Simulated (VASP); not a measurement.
Set up this calculation in VASP 6.6.1, as the native input.

| Quantity | Value |
| --- | --- |
| Task | single point |
| Functional | PBEsol |
| Potentials or basis | VASP PAW PBE potentials, release 64 (Cu, N) |
| Cutoff | 600 eV |
| k mesh | 5 × 5 × 5 |
| Occupations | fermi-dirac, width 0.05 eV |
| Spin | no spin polarisation |
| Dipole correction | no |
| Further INCAR settings | ALGO = Normal; EDIFF = 1e-06; NBANDS = 27 |

The structure of Cu3N lies in POSCAR:

```
Cu3N
1.0
    3.8570978503      0.0000000000      0.0000000000
    0.0000000000      3.8570978503      0.0000000000
    0.0000000000      0.0000000000      3.8570978503
Cu N
3 1
Direct
    0.5000000000      0.0000000000      0.0000000000
    0.0000000000      0.5000000000      0.0000000000
    0.0000000000      0.0000000000      0.5000000000
    0.0000000000      0.0000000000      0.0000000000
```

These files were run (other wordings do the same):

INCAR

```
  ALGO = Normal
  EDIFF = 1E-6
  ENCUT = 600
  GGA = PS
  GGA_COMPAT = False
  ISIF = 2
  ISMEAR = -1
  LASPH = True
  LCHARG = False
  LREAL = False
  LWAVE = False
  NBANDS = 27
  NELM = 120
  PREC = Accurate
  SIGMA = 0.05
```

KPOINTS

```
k-points
0
Gamma
  5 5 5
```

Potentials or basis: VASP PAW PBE potentials, release 64 (Cu, N).

Launch:

```bash
$ cat potpaw_PBE.64/Cu/POTCAR potpaw_PBE.64/N/POTCAR > POTCAR
$ mpirun -np 1 vasp_std > vasp.out
```

Results of the run:

The pressure is -7.7 GPa and the band gap on the k mesh is 1.22 eV (least direct gap 1.80 eV).

Caveat: the cell stands under tension; the PAW data sets were made with another functional, which shifts forces and pressure a little; an odd mesh through Γ misses points on the zone boundary, where band edges can lie.

Run time: 24 s on 1 thread of Intel Xeon 8259CL, with other jobs on the host, peak memory 0.18 GiB.
